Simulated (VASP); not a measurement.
Here is a VASP 6.6.1 calculation.

The input POSCAR:

```
Ta
1.0
   -1.6622159478      1.6622159478      1.6622159478
    1.6622159478     -1.6622159478      1.6622159478
    1.6622159478      1.6622159478     -1.6622159478
Ta
1
Direct
    0.0000000000      0.0000000000      0.0000000000
```

INCAR.step1

```
PREC = Accurate ; ENCUT = 550
ISMEAR = -1 ; SIGMA = 0.05
LREAL = False ; LASPH = True
NELM = 120 ; NBANDS = 12
GGA = PE ; ALGO = Normal
EDIFF = 1E-5 ; LWAVE = True
LCHARG = False ; GGA_COMPAT = False
```

File INCAR.step2:

```
PREC = Accurate ; ENCUT = 550
EDIFF = 1E-6 ; ISMEAR = -1
SIGMA = 0.05 ; LREAL = False
LASPH = True ; NELM = 120
ALGO = Normal ; ISIF = 2
LWAVE = False ; LCHARG = True
METAGGA = R2SCAN ; LMIXTAU = True
LELF = True ; LVHAR = True
NBANDS = 12 ; ISTART = 1
GGA_COMPAT = False
```

File KPOINTS:

```
regular mesh
0
Gamma
  11 11 11
```

Potentials or basis: VASP PAW PBE potentials, release 64 (Ta_sv_GW).

The run is started by

```bash
$ cat potpaw_PBE.64/Ta_sv_GW/POTCAR > POTCAR
$ cp INCAR.step1 INCAR
$ mpirun -np 1 vasp_std > vasp.out
$ cp INCAR.step2 INCAR
$ mpirun -np 1 vasp_std > vasp.out
```

(1) Estimate the pressure.

(2) Estimate the band gap on the k mesh.

Results:

(1) -4.7 GPa.

(2) zero (an odd number of electrons rules out a gap without spin polarisation).

Caveat: the cell stands under tension; the PAW data sets were made with another functional, which shifts forces and pressure a little; spin-orbit coupling is left out, which moves the levels of the heavy elements.
